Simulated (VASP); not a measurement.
The system is Ni.

```
Ni
1.0
    -1.38372    1.38372    1.38372
     1.38372   -1.38372    1.38372
     1.38372    1.38372   -1.38372
Ni
1
Direct
  0.00000 0.00000 0.00000
```

Base run:

```yaml
Program: VASP 6.6.1
Functional: RPBE
Potentials_or_basis: VASP PAW PBE potentials, release 64 (Ni)
Cutoff: 520 eV
k_mesh: 13 × 13 × 13
Occupations: fermi-dirac, width 0.05 eV
Spin: collinear spin, ferromagnetic start
Starting_moments: "[1.0] μB"
```

Its results: pressure 13.6 GPa; net moment 0.58 μB per cell; site moments Ni +0.59 μB.

Q: The run is repeated on the same cell with these changes: functional from RPBE to PBE; occupations from fermi-dirac, width 0.05 eV to gaussian, width 0.011 eV. What comes out?

A: Pressure 7.6 GPa; net moment 0.59 μB per cell; site moments Ni +0.60 μB.

Caveats: the PAW data sets were made with another functional, which shifts forces and pressure a little (some runs).
